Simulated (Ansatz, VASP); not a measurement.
## In in VASP and in Ansatz

```
CELL_PARAMETERS angstrom
3.26568 -2.07256 0.00000
3.26568 2.07256 0.00000
-2.37536 0.00000 4.53072
ATOMIC_POSITIONS crystal
In 0.06400 0.06400 0.15300
In 0.93600 0.93600 0.84700
```

Alike in both runs: task single point; functional PBE; k mesh 6 × 6 × 4; occupations gaussian, width 0.1 eV; no spin polarisation.

```csv
,VASP,Ansatz
version,VASP 6.6.1,Ansatz 0.2.0
potentials or method,"VASP PAW PBE potentials, release 64 (In_d), cutoff 520 eV","scalar-relativistic, plane waves, PAW"
valence electrons in the cell,26,26
```

|  | VASP | Ansatz | Ansatz less VASP |
| --- | --- | --- | --- |
| gap on the k mesh at the Fermi level (eV) | none | none | - |
| rms of the force components (eV/Å) | 30.611 | 95.118 | +64.5072 |

Atom by atom the forces differ by 64.507 eV/Å (rms over components). A gap of «none» marks a metal or a gap that the smearing closes. With one functional, cell and mesh, what is left measures potentials, basis and numerics.
